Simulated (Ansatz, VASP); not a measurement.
## AlCuC4N4 in VASP and in Ansatz

Contents of INCAR:

```
SYSTEM = AlCuC4N4
  PREC = Accurate
  ENCUT = 520
  EDIFF = 1E-6
  ISMEAR = 0
  SIGMA = 0.1
  LREAL = .FALSE.
  LASPH = .TRUE.
  NELM = 150
  ALGO = Normal
  ISIF = 2
  LWAVE = .FALSE.
  LCHARG = .TRUE.
  ISPIN = 2
  MAGMOM = 0 1 0 0 0 0 0 0 0 0
  LORBIT = 11
  LMAXMIX = 4
  GGA = PE
  LELF = .TRUE.
  LVHAR = .TRUE.
  NBANDS = 40
```

Contents of KPOINTS:

```
Automatic mesh
0
G
  4 4 4
  0 0 0
```

The input POSCAR:

```
AlCuC4N4
1.0
    5.8341244700      0.0000000000      0.0000000000
    0.0000000000      5.8341244700      0.0000000000
    0.0000000000      0.0000000000      5.8341244700
Al Cu C N
1 1 4 4
Direct
    0.0000000000      0.0000000000      0.0000000000
    0.5000000000      0.5000000000      0.5000000000
    0.1855517100      0.1855517100      0.1855517100
    0.1855517100      0.8144482900      0.8144482900
    0.8144482900      0.1855517100      0.8144482900
    0.8144482900      0.8144482900      0.1855517100
    0.3013359700      0.3013359700      0.3013359700
    0.3013359700      0.6986640300      0.6986640300
    0.6986640300      0.3013359700      0.6986640300
    0.6986640300      0.6986640300      0.3013359700
```

Input for Ansatz:

```yaml
crystal:
  lattice:
    - [5.83412447, 0.0, 0.0]
    - [0.0, 5.83412447, 0.0]
    - [0.0, 0.0, 5.83412447]
  atoms:
    - { symbol: Al, position: [0.0, 0.0, 0.0] }
    - { symbol: Cu, position: [0.5, 0.5, 0.5], spin: 1.0 }
    - { symbol: C, position: [0.18555171, 0.18555171, 0.18555171] }
    - { symbol: C, position: [0.18555171, 0.81444829, 0.81444829] }
    - { symbol: C, position: [0.81444829, 0.18555171, 0.81444829] }
    - { symbol: C, position: [0.81444829, 0.81444829, 0.18555171] }
    - { symbol: "N", position: [0.30133597, 0.30133597, 0.30133597] }
    - { symbol: "N", position: [0.30133597, 0.69866403, 0.69866403] }
    - { symbol: "N", position: [0.69866403, 0.30133597, 0.69866403] }
    - { symbol: "N", position: [0.69866403, 0.69866403, 0.30133597] }
basis:
  ecutwfc: 420
kpoints:
  mp_grid: { grid: [4, 4, 4] }
hamiltonian:
  xc: pbe
scf:
  occupations: { method: gaussian, width: 0.1 }
  lower_state_search: "off"
output:
  forces: true
  stress: true
  eigenvalues: true
  populations: true
magnetization:
  spin_polarized: true
```

Alike in both runs: task single point; functional PBE; k mesh 4 × 4 × 4; occupations gaussian, width 0.1 eV; collinear spin.

```csv
,VASP,Ansatz
version,VASP 6.6.1,Ansatz 0.2.0
potentials or method,"VASP PAW PBE potentials, release 64 (Al, Cu, C, N), cutoff 520 eV","scalar-relativistic, plane waves, PAW"
valence electrons in the cell,50,58
```

Ansatz gave:

* gap on the k mesh at the Fermi level (eV): 2.88
* least direct gap on the mesh (eV): 2.98
* pressure (GPa): 1.6
* rms of the force components (eV/Å): 0.892
* net moment per atom (μB): 0.00

**Question.** What did VASP give for the same quantities?

**Answer.** gap on the k mesh at the Fermi level (eV): 2.88; least direct gap on the mesh (eV): 2.99; pressure (GPa): 1.9; rms of the force components (eV/Å): 0.747; net moment per atom (μB): 0.00.

Atom by atom the forces differ by 0.191 eV/Å (rms over components). The functional is the same, so the differences come from potentials, cutoffs and numerics. VASP's potentials hold 50 valence electrons a cell and Ansatz's 58, so a difference there can come from the potentials and not from the codes. Ansatz's warnings: seeded moment not kept.

Noted on VASP's run: the standard files for N, O and F lose accuracy on very short bonds.
